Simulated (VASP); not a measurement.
A run of VASP 6.6.1:

Contents of POSCAR:

```
InP
1.0
    0.0000000000      2.6109101259      3.6918269180
    2.6109101259      0.0000000000      3.6918269180
    2.6109101259      2.6109101259      0.0000000000
In P
1 1
Direct
    0.0000000000      0.0000000000      0.0000000000
    0.7500000000      0.7500000000      0.7500000000
```

The input INCAR.step1:

```
ALGO = Normal
EDIFF = 1E-4
ENCUT = 520
GGA = PE
ISMEAR = 0
LASPH = T
LCHARG = F
LREAL = F
LWAVE = T
NBANDS = 16
NELM = 60
PREC = Accurate
SIGMA = 0.05
```

File INCAR.step2:

```
ALGO = Normal
EDIFF = 1E-6
ENCUT = 520
ISIF = 2
ISMEAR = 0
ISTART = 1
LASPH = T
LCHARG = F
LMIXTAU = T
LREAL = F
LWAVE = F
METAGGA = R2SCAN
NBANDS = 16
NELM = 60
PREC = Accurate
SIGMA = 0.05
```

KPOINTS

```
k-points
0
Gamma
  10 10 10
```

Potentials or basis: VASP PAW PBE potentials, release 64 (In_d, P).

Run with:

```bash
$ cat potpaw_PBE.64/In_d/POTCAR potpaw_PBE.64/P/POTCAR > POTCAR
$ cp INCAR.step1 INCAR
$ mpirun -np 1 vasp_std > vasp.out
$ cp INCAR.step2 INCAR
$ mpirun -np 1 vasp_std > vasp.out
```

Hardware: 1 thread of Intel(R) Xeon(R) Platinum 8375C CPU @ 2.90GHz (Ice Lake), on a shared host.

Q: How long does it take, and how much memory?

A: It took 4.7 min on 1 thread of Intel(R) Xeon(R) Platinum 8375C CPU @ 2.90GHz (Ice Lake), with other jobs on the host, peak memory 0.24 GiB. Counts: k points 102.
